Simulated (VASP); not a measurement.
A run of VASP 6.6.1 is set up as follows.

INCAR

```
SYSTEM = HfO2
PREC = Accurate ; ENCUT = 520
EDIFF = 1E-6 ; ISMEAR = -1
SIGMA = 0.02 ; LREAL = .FALSE.
LASPH = .TRUE. ; NELM = 60
ALGO = Normal ; ISIF = 2
LWAVE = .FALSE. ; LCHARG = .TRUE.
GGA = PE ; LELF = .TRUE.
LVHAR = .TRUE. ; NBANDS = 18
```

The input KPOINTS:

```
regular mesh
0
G
  8 8 8
  0 0 0
```

File POSCAR:

```
HfO2
1.0
   -0.0352399403      2.4939423791      2.4939423791
    2.4939423791     -0.0352399403      2.4939423791
    2.4939423791      2.4939423791     -0.0352399403
Hf O
1 2
Direct
    0.0000000000      0.0000000000      0.0000000000
    0.2511892326      0.2511892326      0.2511892326
    0.7488107674      0.7488107674      0.7488107674
```

Potentials or basis: VASP PAW PBE potentials, release 64 (Hf_pv, O).

Command:

```console
$ cat potpaw_PBE.64/Hf_pv/POTCAR potpaw_PBE.64/O/POTCAR > POTCAR
$ mpirun -np 1 vasp_std > vasp.out
```

**Question.** Estimate the largest force.

**Answer.** 0.005 eV/Å.

**Question.** Estimate the band gap on the k mesh.

**Answer.** 3.88 eV, direct.

**Question.** What does it give for the pressure?

**Answer.** 8.0 GPa.

Forces on the atoms (eV/Å):
```
Hf   0.000  0.000  0.000
O    0.003  0.003  0.003
O   -0.003 -0.003 -0.003
```

Caveat: the cell differs from its parent crystal (strain along [111] -2.1%); spin-orbit coupling is left out, which moves the levels of the heavy elements. A k mesh can miss the band edges.
